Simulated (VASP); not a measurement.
Here is a VASP 6.6.1 calculation.

INCAR

```
SYSTEM = MnS
PREC = Accurate ; ENCUT = 520
EDIFF = 1E-6 ; ISMEAR = -1
SIGMA = 0.05 ; LREAL = .False.
LASPH = .True. ; NELM = 150
ALGO = Normal ; ISIF = 2
LWAVE = .False. ; LCHARG = .True.
ISPIN = 2 ; MAGMOM = 4 0
LORBIT = 11 ; LMAXMIX = 4
GGA = RE ; LELF = .True.
LVHAR = .True. ; NBANDS = 20
```

The input KPOINTS:

```
regular mesh
0
Gamma
  9 9 9
  0 0 0
```

The input POSCAR:

```
MnS
1.0
    0.0000000000      2.6004035774      2.6004035774
    2.6004035774      0.0000000000      2.6004035774
    2.6004035774      2.6004035774      0.0000000000
Mn S
1 1
Direct
    0.0000000000      0.0000000000      0.0000000000
    0.5000000000      0.5000000000      0.5000000000
```

Potentials or basis: VASP PAW PBE potentials, release 64 (Mn_pv, S).

The run is started by

```sh
$ cat potpaw_PBE.64/Mn_pv/POTCAR potpaw_PBE.64/S/POTCAR > POTCAR
$ mpirun -np 1 vasp_std > vasp.out
```

Q: Predict the net moment.

A: 4.75 μB per cell.

Q: Predict the pressure.

A: 0.0 GPa.

Q: What does it give for the site moments?

A: Mn +4.29; S +0.11 μB.

Caveat: the PAW data sets were made with another functional, which shifts forces and pressure a little; a cell with one magnetic atom can't hold antiferromagnetic order, which such compounds often take.
